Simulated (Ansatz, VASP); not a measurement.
Na2S: VASP beside Ansatz

INCAR

```
ALGO = Normal
EDIFF = 1E-6
ENCUT = 500
GGA = PE
GGA_COMPAT = False
ISIF = 2
ISMEAR = 0
LASPH = True
LCHARG = True
LELF = True
LREAL = False
LVHAR = True
LWAVE = False
NBANDS = 17
NELM = 120
PREC = Accurate
SIGMA = 0.02
```

Contents of KPOINTS:

```
k-points
0
Gamma
  8 8 8
```

POSCAR

```
Na2S
1.0
    0.0000000000      3.3484145524      3.3484145524
    3.3484145524      0.0000000000      3.3484145524
    3.3484145524      3.3484145524      0.0000000000
Na S
2 1
Direct
    0.2500000000      0.2500000000      0.2500000000
    0.7500000000      0.7500000000      0.7500000000
    0.0000000000      0.0000000000      0.0000000000
```

Input for Ansatz:

```yaml
crystal:
  lattice:
    - [0.0, 3.3484145524, 3.3484145524]
    - [3.3484145524, 0.0, 3.3484145524]
    - [3.3484145524, 3.3484145524, 0.0]
  atoms:
    - { symbol: Na, position: [0.25, 0.25, 0.25] }
    - { symbol: Na, position: [0.75, 0.75, 0.75] }
    - { symbol: S, position: [0.0, 0.0, 0.0] }
basis:
  ecutwfc: 420
kpoints:
  mp_grid: { grid: [8, 8, 8] }
hamiltonian:
  xc: pbe
scf:
  occupations: { method: gaussian, width: 0.02 }
output:
  forces: true
  stress: true
  eigenvalues: true
```

Alike in both runs: task single point; functional PBE; k mesh 8 × 8 × 8; occupations gaussian, width 0.02 eV; no spin polarisation.

```csv
,VASP,Ansatz
version,VASP 6.6.1,Ansatz 0.2.0
potentials or method,"VASP PAW PBE potentials, release 64 (Na_pv, S), cutoff 500 eV","scalar-relativistic, plane waves, PAW"
valence electrons in the cell,20,24
```

Ansatz gave:

* gap on the k mesh at the Fermi level (eV): 2.26
* least direct gap on the mesh (eV): 2.26
* pressure (GPa): -1.4

Q: Which values does VASP return?

A: gap on the k mesh at the Fermi level (eV): 2.26; least direct gap on the mesh (eV): 2.26; pressure (GPa): -1.5.

The functional is the same, so the differences come from potentials, cutoffs and numerics. VASP's potentials hold 20 valence electrons a cell and Ansatz's 24, so a difference there can come from the potentials and not from the codes.
